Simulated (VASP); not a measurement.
# Ru (P6_3/mmc) in VASP: notebook, part 2 of 2

VASP 6.6.1.

## Step 4: Single point, revPBE (volume scaled by 1.08)

Input file INCAR:

```
SYSTEM = Ru
PREC = Accurate
ENCUT = 520
EDIFF = 1E-7
ISMEAR = -1
SIGMA = 0.1
LREAL = .FALSE.
LASPH = .TRUE.
NELM = 100
ALGO = Normal
ISIF = 2
LWAVE = .FALSE.
LCHARG = .TRUE.
GGA = RE
LELF = .TRUE.
LVHAR = .TRUE.
NBANDS = 21
```

Input file KPOINTS:

```
regular mesh
0
G
  22 22 12
  0 0 0
```

Input file POSCAR:

```
Ru
1.0
    2.8039941905      0.0000000000      0.0000000000
   -1.4019970952      2.4283302011      0.0000000000
    0.0000000000      0.0000000000      4.4151565036
Ru
2
Direct
    0.3333333333      0.6666666667      0.2500000000
    0.6666666667      0.3333333333      0.7500000000
```

Potentials or basis: VASP PAW PBE potentials, release 64 (Ru_pv).

Launch:

```
cat potpaw_PBE.64/Ru_pv/POTCAR > POTCAR
mpirun -np 1 vasp_std > vasp.out
```

OUTCAR:

```text
SYSTEM = Ru
   PREC = Accurate
   ENCUT = 520
   EDIFF = 1E-7
   ISMEAR = -1
   LREAL = .FALSE.
   LASPH = .TRUE.
   NELM = 100
   ISIF = 2
   GGA = RE

 ion  position               nearest neighbor table
   1  0.333  0.667  0.250-   2 2.74   2 2.74   2 2.74   2 2.74   2 2.74   2 2.74
   2  0.667  0.333  0.750-   1 2.74   1 2.74   1 2.74   1 2.74   1 2.74   1 2.74

  LATTYP: Found a hexagonal cell.
 ALAT       =     2.8039941905
 C/A-ratio  =     1.5745954534

  Lattice vectors:

 A1 = (   2.8039941905,   0.0000000000,   0.0000000000)
 A2 = (  -1.4019970952,   2.4283302011,   0.0000000000)
 A3 = (   0.0000000000,   0.0000000000,   4.4151565036)

Analysis of symmetry for initial positions (statically):
=====================================================================
 Subroutine PRICEL returns:
 Original cell was already a primitive cell.

 Routine SETGRP: Setting up the symmetry group for a
 hexagonal supercell.

 Subroutine GETGRP returns: Found 24 space group operations
 (whereof 12 operations were pure point group operations)
 out of a pool of 24 trial point group operations.

The static configuration has the point symmetry D_3d.
 The point group associated with its full space group is D_6h.

Analysis of symmetry for dynamics (positions and initial velocities):
=====================================================================
 Subroutine PRICEL returns:
 Original cell was already a primitive cell.

 Routine SETGRP: Setting up the symmetry group for a
 hexagonal supercell.

 Subroutine GETGRP returns: Found 24 space group operations
 (whereof 12 operations were pure point group operations)
 out of a pool of 24 trial point group operations.

The dynamic configuration has the point symmetry D_3d.
 The point group associated with its full space group is D_6h.

 Subroutine INISYM returns: Found 24 space group operations
 (whereof 12 operations are pure point group operations),
 and found     1 'primitive' translations

[... 108 lines left out ...]
   EFERMI =   0.00;   METHOD = LEGACY
   ISMEAR =    -1;   SIGMA  =   0.10  broadening in eV -4-tet -1-fermi 0-gaus
   EFERMI_NEDOS =   21; number of points for ismear=-14 and -15
   IALGO  =     38    algorithm
   IMIX   =      4    mixing-type and parameters
     AMIX     =   0.40;   BMIX     =  1.00
     AMIX_MAG =   1.60;   BMIX_MAG =  1.00
  volume/ion in A,a.u.               =      15.03       101.44
  Fermi-wavevector in a.u.,A,eV,Ry     =   1.598762  3.021222 34.777041  2.556040
  Thomas-Fermi vector in A             =   2.696161
   LORBIT       =      0    0 simple, 1 ext, 2 COOP (PROOUT), +10 PAW based schemes
   GGA     = RE    functional components
   LHFCALC =     F    Hartree Fock is set to
   AEXX    =    0.0000 exact exchange contribution
   IVDW    =     0    specifies the selected vdW correction
   LEPSILON=     F    determine dielectric tensor
   LRPA    =     F    only Hartree local field effects (RPA)
 non-spin polarized calculation
  energy-cutoff  :      520.00
  volume of cell :       30.06
 maximum number of plane-waves:       825
 NGX is ok and might be reduce to    24
   NGX = 11   NGY = 11   NGZ = 17

 number of electron      27.9999996 magnetization

 Free energy of the ion-electron system (eV)
  ---------------------------------------------------
  ext. energy  EPLUGINS =         0.00000000
  ---------------------------------------------------
  free energy    TOTEN  =       -17.33574352 eV

  energy without entropy =      -17.27323143  energy(sigma->0) =      -17.30448747

 E-fermi :  11.1312     XC(G=0): -13.4390

 val. band max:       11.1296985330   @ k =   0.1364   0.0455   0.3333
 cond. band min:      11.1318290511   @ k =   0.3182  -0.0000   0.0833
 fundamental gap:      0.0021305181
 Fermi energy:        11.1312337394

 k-point     1 :       0.0000    0.0000    0.0000
  band No.  band energies     occupation
      1     -32.1844      2.00000
      2     -31.5205      2.00000
      3     -31.5205      2.00000
      4     -31.3938      2.00000
      5     -31.3938      2.00000
      6     -31.3628      2.00000
[... 565 lines left out ...]
     20      21.7597      0.00000
     21      21.7604      0.00000

 [... further k-points ...]

------------------------ aborting loop because EDIFF is reached ----------------------------------------

  FORCE on cell =-STRESS in cart. coord.  units (eV):
  Direction    XX          YY          ZZ          XY          YZ          ZX
  --------------------------------------------------------------------------------------
  -------------------------------------------------------------------------------------
  Total       -3.5454948     -3.5454948     -3.6767180     -0.0000000      0.0000000     -0.0000000
  in kB     -188.9541708   -188.9541708   -195.9475991     -0.0000000      0.0000000     -0.0000000
  external PRESSURE =    -191.2853136 kB  Pullay stress =       0.0000000 kB

 VOLUME and BASIS-vectors are now :
 -----------------------------------------------------------------------------
  energy-cutoff  :      520.00
  volume of cell :       30.06
      direct lattice vectors                 reciprocal lattice vectors
     2.803994191  0.000000000  0.000000000     0.356634120  0.205902805  0.000000000
    -1.401997095  2.428330201  0.000000000     0.000000000  0.411805610  0.000000000
     0.000000000  0.000000000  4.415156504     0.000000000  0.000000000  0.226492538

 POSITION                                       TOTAL-FORCE (eV/Angst)
 -----------------------------------------------------------------------------------
     -0.00000      1.61889      1.10379        -0.000000      0.000000      0.000000
      1.40200      0.80944      3.31137         0.000000     -0.000000      0.000000
 -----------------------------------------------------------------------------------
    total drift:                               -0.000000      0.000000     -0.000000

  FREE ENERGIE OF THE ION-ELECTRON SYSTEM (eV)
  ---------------------------------------------------
  free  energy   TOTEN  =       -17.3357435189 eV

  energy  without entropy=      -17.2732314297  energy(sigma->0) =      -17.30448747
```

Run time: 2 min. Hardware: 1 thread of Intel Xeon Platinum 8488C (Sapphire Rapids), shared host; peak memory 0.29 GiB.

Results:

* Free energy: -17.3357 eV
* Pressure: -19.1 GPa
* Band gap on the k mesh: zero (band 14 reaches 12.45 eV, above the bottom of band 15 at 9.74 eV)

Stress tensor (GPa, compression positive):
```
-18.90   0.00   0.00
  0.00 -18.90   0.00
  0.00   0.00 -19.59
```

Caveat: the PAW data sets were made with another functional, which shifts forces and pressure a little.

## Step 5: Single point, revPBE (volume scaled by 1.12)

Input file INCAR:

```
SYSTEM = Ru
PREC     = Accurate       ! precision mode
ENCUT    = 520            ! plane-wave cutoff, eV
EDIFF    = 1E-6           ! SCF threshold, eV
ISMEAR   = -1             ! smearing method
SIGMA    = 0.1            ! smearing width, eV
LREAL    = .FALSE.        ! projectors in reciprocal space
LASPH    = .TRUE.         ! aspherical terms in the spheres
NELM     = 80             ! most SCF steps
ALGO     = Normal         ! electronic algorithm
ISIF     = 2              ! what is computed and relaxed
LWAVE    = .FALSE.        ! write WAVECAR
LCHARG   = .FALSE.        ! write CHGCAR
GGA      = RE             ! functional
NBANDS   = 21             ! bands
```

KPOINTS is that of step 4.

Input file POSCAR:

```
Ru
1.0
    2.8381926120      0.0000000000      0.0000000000
   -1.4190963060      2.4579469029      0.0000000000
    0.0000000000      0.0000000000      4.4690051826
Ru
2
Direct
    0.3333333333      0.6666666667      0.2500000000
    0.6666666667      0.3333333333      0.7500000000
```

Launch:

```
cat potpaw_PBE.64/Ru_pv/POTCAR > POTCAR
mpirun -np 1 vasp_std > vasp.out
```

Wall time 1.7 min (1 thread of Intel Xeon Platinum 8488C (Sapphire Rapids), shared host); peak memory 0.3 GiB.

Results (log left out):

- Free energy: -17.1800 eV
- Pressure: -25.7 GPa
- Band gap on the k mesh: zero (band 14 reaches 11.77 eV, above the bottom of band 15 at 9.22 eV)

Stress tensor (GPa, compression positive):
```
-25.26   0.00   0.00
  0.00 -25.26   0.00
  0.00   0.00 -26.47
```

Levels at points of the mesh, in eV from the Fermi level:
```tsv
k point	band 10	band 11	band 12	band 13	band 14	band 15	band 16	band 17	band 18	band 19
(0.00, 0.00, 0.00)	-2.10	-1.93	-1.55	-1.55	-1.17	-1.17	0.94	0.94	1.26	8.82
(0.50, 0.00, 0.00)	-2.48	-1.70	-1.55	-1.24	1.08	1.42	1.51	3.37	5.19	9.94
(0.00, 0.00, 0.50)	-2.26	-2.26	-2.26	-2.25	-2.25	0.41	0.41	0.41	0.41	10.69
(0.50, 0.00, 0.50)	-3.67	-0.87	-0.87	0.37	0.37	1.29	1.29	2.93	2.93	9.03
```

Caveat: the PAW data sets were made with another functional, which shifts forces and pressure a little.

## Step 6: Overview

```tsv
cell	k mesh	gap on the mesh (eV)	pressure (GPa)
a = 2.733, b = 2.733, c = 4.303 Å, angles 90.0, 90.0, 120.0°, 2 atoms	7 × 7 × 4	none	0.5
a = 2.769, b = 2.769, c = 4.360 Å, angles 90.0, 90.0, 120.0°, 2 atoms	22 × 22 × 12	none	-10.8
a = 2.804, b = 2.804, c = 4.415 Å, angles 90.0, 90.0, 120.0°, 2 atoms	22 × 22 × 12	none	-19.1
a = 2.838, b = 2.838, c = 4.469 Å, angles 90.0, 90.0, 120.0°, 2 atoms	22 × 22 × 12	none	-25.7
```

Alike in all rows: task single point; level revPBE; potentials or basis VASP PAW PBE potentials, release 64 (Ru_pv); no spin polarisation; cutoff (eV) 520; smearing fermi-dirac 0.1 eV.

Caveats: some runs use coarse meshes; the PAW data sets were made with another functional, which shifts forces and pressure a little.

Total energies depend on the potentials used, so only differences within one code and one set of settings carry meaning.
